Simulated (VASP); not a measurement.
# Ge (Fd-3m) in VASP: settings compared

Ge is run at these levels: RPBE, PBE, PBEsol, revPBE; tasks: single point.

Everything below comes from runs of VASP 6.6.1. Logs are shortened: lines on timing, memory, paths and dates and some standing lists are left out, and cuts for length are marked.

**Measured values to compare with.**

“Electronic and optical properties of SixGe1-x-ySny alloys lattice-matched to Ge”, 2021, arxiv:2109.02782 reports, for a bulk crystal of Ge: band gap 0.666 eV (indirect) at 293 K; band gap 0.807 eV (direct) at 300 K.

How close the calculation comes is told below.

**1. The cell of the first run**

It takes space group Fd-3m (No. 227, cubic). The conventional cell has a = 5.658 Å, b = 5.658 Å, c = 5.658 Å, α = 90.00°, β = 90.00°, γ = 90.00°. Within 3.2 Å of Ge (site symmetry -43m) lie 4 Ge at 2.45 Å.

**2. Single point, RPBE**

Contents of INCAR:

```
PREC     = Accurate       # precision mode
ENCUT    = 520            # plane-wave cutoff, eV
EDIFF    = 1E-7           # SCF threshold, eV
ISMEAR   = 0              # smearing method
SIGMA    = 0.1            # smearing width, eV
LREAL    = F              # projectors in reciprocal space
LASPH    = T              # aspherical terms in the spheres
NELM     = 80             # most SCF steps
ALGO     = Normal         # electronic algorithm
ISIF     = 2              # what is computed and relaxed
LWAVE    = F              # write WAVECAR
LCHARG   = T              # write CHGCAR
GGA      = RP             # functional
LELF     = T              # ELF
LVHAR    = T            
NBANDS   = 21             # bands
```

Contents of KPOINTS:

```
regular mesh
0
Gamma
  8 8 8
```

Contents of POSCAR:

```
Ge
1.0
    0.0000000000      2.8289100000      2.8289100000
    2.8289100000      0.0000000000      2.8289100000
    2.8289100000      2.8289100000      0.0000000000
Ge
2
Direct
    0.7500000000      0.7500000000      0.7500000000
    0.5000000000      0.5000000000      0.5000000000
```

Potentials or basis: VASP PAW PBE potentials, release 64 (Ge_d).

Run with:

```console
$ cat potpaw_PBE.64/Ge_d/POTCAR > POTCAR
$ mpirun -np 1 vasp_std > vasp.out
```

OUTCAR:

```text
PREC = Accurate
   ENCUT = 520
   EDIFF = 1E-7
   ISMEAR = 0
   LREAL = F
   LASPH = T
   NELM = 80
   ISIF = 2
   GGA = RP

 ion  position               nearest neighbor table
   1  0.750  0.750  0.750-   2 2.45   2 2.45   2 2.45   2 2.45
   2  0.500  0.500  0.500-   1 2.45   1 2.45   1 2.45   1 2.45

  LATTYP: Found a face centered cubic cell.
 ALAT       =     5.6578200000

  Lattice vectors:

 A1 = (   0.0000000000,   2.8289100000,   2.8289100000)
 A2 = (   2.8289100000,   0.0000000000,   2.8289100000)
 A3 = (   2.8289100000,   2.8289100000,   0.0000000000)

Analysis of symmetry for initial positions (statically):
=====================================================================
 Subroutine PRICEL returns:
 Original cell was already a primitive cell.

 Routine SETGRP: Setting up the symmetry group for a
 face centered cubic supercell.

 Subroutine GETGRP returns: Found 48 space group operations
 (whereof 24 operations were pure point group operations)
 out of a pool of 48 trial point group operations.

The static configuration has the point symmetry T_d .
 The point group associated with its full space group is O_h .

Analysis of symmetry for dynamics (positions and initial velocities):
=====================================================================
 Subroutine PRICEL returns:
 Original cell was already a primitive cell.

 Routine SETGRP: Setting up the symmetry group for a
 face centered cubic supercell.

 Subroutine GETGRP returns: Found 48 space group operations
 (whereof 24 operations were pure point group operations)
 out of a pool of 48 trial point group operations.

The dynamic configuration has the point symmetry T_d .
 The point group associated with its full space group is O_h .

 Subroutine INISYM returns: Found 48 space group operations
 (whereof 24 operations are pure point group operations),
 and found     1 'primitive' translations

----------------------------------------------------------------------------------------

                                     Primitive cell

  volume of cell :      45.2780

  direct lattice vectors                    reciprocal lattice vectors
     0.000000000  2.828910000  2.828910000    -0.176746521  0.176746521  0.176746521
     2.828910000  0.000000000  2.828910000     0.176746521 -0.176746521  0.176746521
     2.828910000  2.828910000  0.000000000     0.176746521  0.176746521 -0.176746521

  length of vectors
     4.000682889  4.000682889  4.000682889     0.306133954  0.306133954  0.306133954

  position of ions in fractional coordinates (direct lattice)
     0.750000000  0.750000000  0.750000000
     0.500000000  0.500000000  0.500000000

  ion indices of the primitive-cell ions
   primitive index   ion index
                 1           1
                 2           2

----------------------------------------------------------------------------------------

 KPOINTS: regular mesh

Automatic generation of k-mesh.
 Grid dimensions read from file:
 generate k-points for:    8    8    8

 Generating k-lattice:

  Cartesian coordinates                     Fractional coordinates (reciprocal lattice)
    -0.022093315  0.022093315  0.022093315     0.125000000  0.000000000  0.000000000
     0.022093315 -0.022093315  0.022093315     0.000000000  0.125000000  0.000000000
     0.022093315  0.022093315 -0.022093315     0.000000000  0.000000000  0.125000000

  Length of vectors
     0.038266744  0.038266744  0.038266744

  Shift w.r.t. Gamma in fractional coordinates (k-lattice)
     0.000000000  0.000000000  0.000000000

 Subroutine IBZKPT returns following result:
 ===========================================

 Found     29 irreducible k-points:

 Following reciprocal coordinates:
            Coordinates               Weight
  0.000000  0.000000  0.000000      1.000000
  0.125000  0.000000  0.000000      8.000000
  0.250000  0.000000  0.000000      8.000000
  0.375000  0.000000  0.000000      8.000000
  0.500000  0.000000  0.000000      4.000000
  0.125000  0.125000  0.000000      6.000000
[... 16 lines left out ...]
  0.500000  0.250000  0.125000     48.000000
 -0.375000  0.250000  0.125000     24.000000
 [... further k-points ...]
   k-points           NKPTS =     29   k-points in BZ     NKDIM =     29   number of bands    NBANDS=     21
   number of dos      NEDOS =    301   number of ions     NIONS =      2
   total plane-waves  NPLWV =  27000
   dimension x,y,z NGX =    30 NGY =   30 NGZ =   30
   dimension x,y,z NGXF=    60 NGYF=   60 NGZF=   60
   ions per type =               2
   NGX,Y,Z   is equivalent  to a cutoff of  12.47, 12.47, 12.47 a.u.
   NGXF,Y,Z  is equivalent  to a cutoff of  24.93, 24.93, 24.93 a.u.
 SYSTEM =  unknown system
   PREC   = accura    normal or accurate (medium, high low for compatibility)
   ISTART =      0    job   : 0-new  1-cont  2-samecut
   ICHARG =      2    charge: 1-file 2-atom 10-const
   ISPIN  =      1    spin polarized calculation?
[... 38 lines left out ...]
  energy-cutoff  :      520.00
  volume of cell :       45.28
 maximum number of plane-waves:      1243
 NGX is ok and might be reduce to    30
   NGX = 15   NGY = 15   NGZ = 15

 number of electron      28.0000022 magnetization

 Free energy of the ion-electron system (eV)
  ---------------------------------------------------
  ext. energy  EPLUGINS =         0.00000000
  ---------------------------------------------------
  free energy    TOTEN  =        -8.29748068 eV

  energy without entropy =       -8.29724550  energy(sigma->0) =       -8.29736309

 E-fermi :   5.2005     XC(G=0):  -9.7487

 val. band max:        5.1036134633   @ k =   0.0000   0.0000   0.0000
 cond. band min:       5.2536851035   @ k =   0.0000   0.0000   0.0000
 fundamental gap:      0.1500716401
 Fermi energy:         5.2005043315

 k-point     1 :       0.0000    0.0000    0.0000
  band No.  band energies     occupation
      1     -19.7366      2.00000
      2     -19.7366      2.00000
      3     -19.7366      2.00000
      4     -19.7010      2.00000
      5     -19.7010      2.00000
      6     -19.4912      2.00000
[... 13 lines left out ...]
     20      14.5436      0.00000
     21      14.5436      0.00000

 k-point     2 :       0.1250    0.0000    0.0000
  band No.  band energies     occupation
      1     -19.7447      2.00000
      2     -19.7447      2.00000
      3     -19.7341      2.00000
      4     -19.6896      2.00000
      5     -19.6896      2.00000
      6     -19.5031      2.00000
[... 13 lines left out ...]
     20      13.6861      0.00000
     21      13.6861      0.00000

 k-point     3 :       0.2500    0.0000    0.0000
  band No.  band energies     occupation
      1     -19.7548      2.00000
      2     -19.7548      2.00000
      3     -19.7280      2.00000
      4     -19.6725      2.00000
      5     -19.6725      2.00000
      6     -19.5168      2.00000
[... 13 lines left out ...]
     20      13.4467      0.00000
     21      13.4467      0.00000

 k-point     4 :       0.3750    0.0000    0.0000
  band No.  band energies     occupation
      1     -19.7598      2.00000
      2     -19.7598      2.00000
      3     -19.7218      2.00000
      4     -19.6621      2.00000
      5     -19.6621      2.00000
      6     -19.5240      2.00000
[... 13 lines left out ...]
     20      14.6279      0.00000
     21      14.6279      0.00000

 k-point     5 :       0.5000    0.0000    0.0000
  band No.  band energies     occupation
      1     -19.7610      2.00000
      2     -19.7610      2.00000
      3     -19.7191      2.00000
      4     -19.6592      2.00000
      5     -19.6592      2.00000
      6     -19.5256      2.00000
[... 13 lines left out ...]
     20      16.3017      0.00000
     21      16.3673      0.00000
[... 382 lines left out ...]
     20      16.8405      0.00000
     21      17.9658      0.00000

 k-point    22 :       0.3750    0.2500    0.1250
  band No.  band energies     occupation
      1     -19.7652      2.00000
      2     -19.7627      2.00000
      3     -19.7200      2.00000
      4     -19.6649      2.00000
      5     -19.6364      2.00000
      6     -19.5674      2.00000
[... 13 lines left out ...]
     20      15.3847      0.00000
     21      15.5486      0.00000

 k-point    23 :       0.5000    0.2500    0.1250
  band No.  band energies     occupation
      1     -19.7770      2.00000
      2     -19.7691      2.00000
      3     -19.6984      2.00000
      4     -19.6500      2.00000
      5     -19.6238      2.00000
      6     -19.5760      2.00000
[... 13 lines left out ...]
     20      14.8767      0.00000
     21      16.7315      0.00000

 k-point    24 :      -0.3750    0.2500    0.1250
  band No.  band energies     occupation
      1     -19.7821      2.00000
      2     -19.7705      2.00000
      3     -19.6886      2.00000
      4     -19.6390      2.00000
      5     -19.6253      2.00000
      6     -19.5709      2.00000
[... 13 lines left out ...]
     20      16.1676      0.00000
     21      16.6416      0.00000

 [... further k-points ...]

------------------------ aborting loop because EDIFF is reached ----------------------------------------

  FORCE on cell =-STRESS in cart. coord.  units (eV):
  Direction    XX          YY          ZZ          XY          YZ          ZX
  --------------------------------------------------------------------------------------
  -------------------------------------------------------------------------------------
  Total        1.4772645      1.4772645      1.4772645     -0.0000000      0.0000000     -0.0000000
  in kB       52.2734865     52.2734865     52.2734865     -0.0000000      0.0000000     -0.0000000
  external PRESSURE =      52.2734865 kB  Pullay stress =       0.0000000 kB

 VOLUME and BASIS-vectors are now :
 -----------------------------------------------------------------------------
  energy-cutoff  :      520.00
  volume of cell :       45.28
      direct lattice vectors                 reciprocal lattice vectors
     0.000000000  2.828910000  2.828910000    -0.176746521  0.176746521  0.176746521
     2.828910000  0.000000000  2.828910000     0.176746521 -0.176746521  0.176746521
     2.828910000  2.828910000  0.000000000     0.176746521  0.176746521 -0.176746521

 POSITION                                       TOTAL-FORCE (eV/Angst)
 -----------------------------------------------------------------------------------
      4.24336      4.24336      4.24336        -0.000000     -0.000000     -0.000000
      2.82891      2.82891      2.82891         0.000000      0.000000      0.000000
 -----------------------------------------------------------------------------------
    total drift:                                0.000000     -0.000000     -0.000000

  FREE ENERGIE OF THE ION-ELECTRON SYSTEM (eV)
  ---------------------------------------------------
  free  energy   TOTEN  =        -8.2974806820 eV

  energy  without entropy=       -8.2972455032  energy(sigma->0) =       -8.29736309
```

Run time: 34 s. Hardware: 1 thread of Intel Xeon 6975P-C, shared host; peak memory 0.17 GiB.

Results:

```yaml
Free_energy: -8.2975 eV
Pressure: 5.2 GPa
Band_gap_on_the_k_mesh: 0.15 eV, direct
```

Levels at points of the mesh, in eV from the valence-band top:
```tsv
k point	band 11	band 12	band 13	band 14	band 15	band 16	band 17	band 18
(0.00, 0.00, 0.00)	-12.74	0.00	0.00	0.00	0.15	2.56	2.56	2.56
(0.50, 0.00, 0.00)	-10.65	-7.56	-1.41	-1.41	0.27	3.77	3.77	7.29
(0.50, 0.50, 0.00)	-8.85	-8.85	-3.07	-3.07	0.83	0.83	9.56	9.56
```

Caveat: the PAW data sets were made with another functional, which shifts forces and pressure a little. A k mesh can miss the band edges.

**3. Single point, PBE**

Contents of INCAR:

```
  PREC = Accurate
  ENCUT = 520
  EDIFF = 1E-7
  ISMEAR = 0
  SIGMA = 0.02
  LREAL = F
  LASPH = T
  NELM = 60
  ALGO = Normal
  ISIF = 2
  LWAVE = F
  LCHARG = F
  GGA = PE
  NBANDS = 21
```

KPOINTS is that of step 2.

POSCAR is that of step 2.

Potentials or basis: VASP PAW PBE potentials, release 64 (Ge_d).

Run with:

```console
$ cat potpaw_PBE.64/Ge_d/POTCAR > POTCAR
$ mpirun -np 1 vasp_std > vasp.out
```

It took 33 s on 1 thread of Intel Xeon 6975P-C, shared host; peak memory 0.17 GiB.

It converged, with:

```yaml
Free_energy: -8.9988 eV
Pressure: 3.5 GPa
Band_gap_on_the_k_mesh: 0.03 eV, direct
```

Levels at points of the mesh, in eV from the valence-band top:
```
           k point  band 12  band 13  band 14  band 15  band 16  band 17
(0.00, 0.00, 0.00)     0.00     0.00     0.00     0.03     2.55     2.55
(0.50, 0.00, 0.00)    -7.60    -1.41    -1.41     0.18     3.75     3.75
(0.50, 0.50, 0.00)    -8.89    -3.07    -3.07     0.75     0.75     9.52
```

A k mesh can miss the band edges.

**4. Single point, PBE**

Contents of INCAR:

```
SYSTEM = Ge
PREC = Accurate
ENCUT = 520
EDIFF = 1E-7
ISMEAR = 0
SIGMA = 0.016
LREAL = .FALSE.
LASPH = .TRUE.
NELM = 100
ALGO = Normal
ISIF = 2
LWAVE = .FALSE.
LCHARG = .FALSE.
GGA = PE
NBANDS = 21
```

Contents of KPOINTS:

```
Automatic mesh
0
G
  8 8 8
  0 0 0
```

POSCAR is that of step 3.

Run with:

```console
$ cat potpaw_PBE.64/Ge_d/POTCAR > POTCAR
$ mpirun -np 1 vasp_std > vasp.out
```

It took 32 s on 1 thread of Intel Xeon 6975P-C, shared host; peak memory 0.17 GiB.

The run converged. Its results:

```yaml
Free_energy: -8.9988 eV
Pressure: 3.5 GPa
Band_gap_on_the_k_mesh: 0.03 eV, direct
```

Levels at points of the mesh, in eV from the valence-band top:
```csv
k point,band 11,band 12,band 13,band 14,band 15,band 16,band 17,band 18
"(0.00, 0.00, 0.00)",-12.77,0.00,0.00,0.00,0.03,2.55,2.55,2.55
"(0.50, 0.00, 0.00)",-10.68,-7.60,-1.41,-1.41,0.18,3.75,3.75,7.13
"(0.50, 0.50, 0.00)",-8.89,-8.89,-3.07,-3.07,0.75,0.75,9.52,9.52
```

A k mesh can miss the band edges.

**5. Single point, PBEsol**

This run uses another cell than the first one, of 22.86 Å³/atom, 1.010 times its volume.

Contents of INCAR:

```
ALGO     = Normal         # electronic algorithm
EDIFF    = 1E-6           # SCF threshold, eV
ENCUT    = 520            # plane-wave cutoff, eV
GGA      = PS             # functional
ISIF     = 2              # what is computed and relaxed
ISMEAR   = -1             # smearing method
LASPH    = T              # aspherical terms in the spheres
LCHARG   = F              # write CHGCAR
LREAL    = F              # projectors in reciprocal space
LWAVE    = F              # write WAVECAR
NBANDS   = 21             # bands
NELM     = 60             # most SCF steps
PREC     = Accurate       # precision mode
SIGMA    = 0.05           # smearing width, eV
```

Contents of KPOINTS:

```
k-points
0
Gamma
  8 8 8
```

Contents of POSCAR:

```
Ge
1.0
    0.0000000000      2.8380654900      2.8380654900
    2.8380654900      0.0000000000      2.8380654900
    2.8380654900      2.8380654900      0.0000000000
Ge
2
Direct
    0.7500000000      0.7500000000      0.7500000000
    0.5000000000      0.5000000000      0.5000000000
```

Run with:

```console
$ cat potpaw_PBE.64/Ge_d/POTCAR > POTCAR
$ mpirun -np 1 vasp_std > vasp.out
```

Wall time 23 s (1 thread of Intel Xeon 6975P-C, shared host); peak memory 0.17 GiB.

Results (log left out):

- Free energy: -9.8636 eV
- Pressure: -0.4 GPa
- Band gap on the k mesh: zero (filled and empty bands touch)

Levels at points of the mesh, in eV from the Fermi level:
```tsv
k point	band 12	band 13	band 14	band 15	band 16	band 17
(0.00, 0.00, 0.00)	-0.10	0.00	0.00	0.00	2.53	2.53
(0.50, 0.00, 0.00)	-7.58	-1.39	-1.39	0.09	3.71	3.71
(0.50, 0.50, 0.00)	-8.87	-3.06	-3.06	0.68	0.68	9.41
```

Caveat: the PAW data sets were made with another functional, which shifts forces and pressure a little.

**6. Single point, revPBE**

This run uses another cell than the first one, of 24.40 Å³/atom, 1.078 times its volume.

Contents of INCAR:

```
ALGO = Normal
EDIFF = 1E-6
ENCUT = 520
GGA = RE
ISIF = 2
ISMEAR = -1
LASPH = T
LCHARG = F
LREAL = F
LWAVE = F
NBANDS = 21
NELM = 80
PREC = Accurate
SIGMA = 0.05
```

KPOINTS is that of step 5.

Contents of POSCAR:

```
Ge
1.0
    0.0000000000      2.9004245241      2.9004245241
    2.9004245241      0.0000000000      2.9004245241
    2.9004245241      2.9004245241      0.0000000000
Ge
2
Direct
    0.7500000000      0.7500000000      0.7500000000
    0.5000000000      0.5000000000      0.5000000000
```

Potentials or basis: VASP PAW PBE potentials, release 64 (Ge_d).

Run with:

```console
$ cat potpaw_PBE.64/Ge_d/POTCAR > POTCAR
$ mpirun -np 1 vasp_std > vasp.out
```

Wall time 26 s (1 thread of Intel Xeon 6975P-C, shared host); peak memory 0.18 GiB.

The run converged. Its results:

* Free energy: -8.4587 eV
* Pressure: -0.1 GPa
* Band gap on the k mesh: zero (filled and empty bands touch)

Levels at points of the mesh, in eV from the Fermi level:
| k point | band 11 | band 12 | band 13 | band 14 | band 15 | band 16 | band 17 | band 18 |
| --- | --- | --- | --- | --- | --- | --- | --- | --- |
| (0.00, 0.00, 0.00) | -12.17 | -0.52 | 0.03 | 0.03 | 0.03 | 2.56 | 2.56 | 2.56 |
| (0.50, 0.00, 0.00) | -10.26 | -7.22 | -1.26 | -1.26 | 0.06 | 3.75 | 3.75 | 7.23 |
| (0.50, 0.50, 0.00) | -8.56 | -8.56 | -2.78 | -2.78 | 0.93 | 0.93 | 8.97 | 8.97 |

Caveat: the PAW data sets were made with another functional, which shifts forces and pressure a little.

**7. The runs side by side**

```csv
level,cell,smearing,gap on the mesh (eV),pressure (GPa)
RPBE,"a = 4.001 Å, angles 60.0°, 2 atoms",gaussian 0.1 eV,0.15,5.2
PBE,"a = 4.001 Å, angles 60.0°, 2 atoms",gaussian 0.02 eV,0.03,3.5
PBE,"a = 4.001 Å, angles 60.0°, 2 atoms",gaussian 0.016 eV,0.03,3.5
PBEsol,"a = 4.014 Å, angles 60.0°, 2 atoms",fermi-dirac 0.05 eV,none,-0.4
revPBE,"a = 4.102 Å, angles 60.0°, 2 atoms",fermi-dirac 0.05 eV,none,-0.1
```

Alike in all rows: task single point; potentials or basis VASP PAW PBE potentials, release 64 (Ge_d); no spin polarisation; k mesh 8 × 8 × 8; cutoff (eV) 520.

On the cell as given the gap runs from 0.03 eV (PBE) to 0.15 eV (RPBE). The pressure there spans 3.5 GPa (PBE) to 5.2 GPa (RPBE); a positive pressure means that this level wants a larger cell, a negative one a smaller.

Caveats: the PAW data sets were made with another functional, which shifts forces and pressure a little (some runs).

Absolute energies hang on the potentials; compare differences alone.

**8. Against experiment**

Step 5. Measured gap of Ge: 0.666 eV (indirect; 293 K; “Electronic and optical properties of SixGe1-x-ySny alloys lattice-matched to Ge”, 2021, arxiv:2109.02782). This calculation gives 0.00 eV (-0.67 eV). 3 values of this kind are on record (0.666 to 0.807 eV); this one was drawn at random among those near their median. Spin-orbit coupling on Ge is left out. The value is that of PBEsol on a finite k mesh, which can miss the band edges, without temperature or zero-point motion. Semilocal functionals fall short of measured gaps as a rule.

Step 6. Against the measured gap of Ge, 0.807 eV (direct; 300 K; “Electronic and optical properties of SixGe1-x-ySny alloys lattice-matched to Ge”, 2021, arxiv:2109.02782), the calculated 0.00 eV is off by -0.81 eV. 3 values of this kind are on record (0.666 to 0.807 eV); this one was drawn at random among those near their median. Spin-orbit coupling on Ge is left out. The value is that of revPBE on a finite k mesh, which can miss the band edges, without temperature or zero-point motion. Semilocal functionals fall short of measured gaps as a rule.
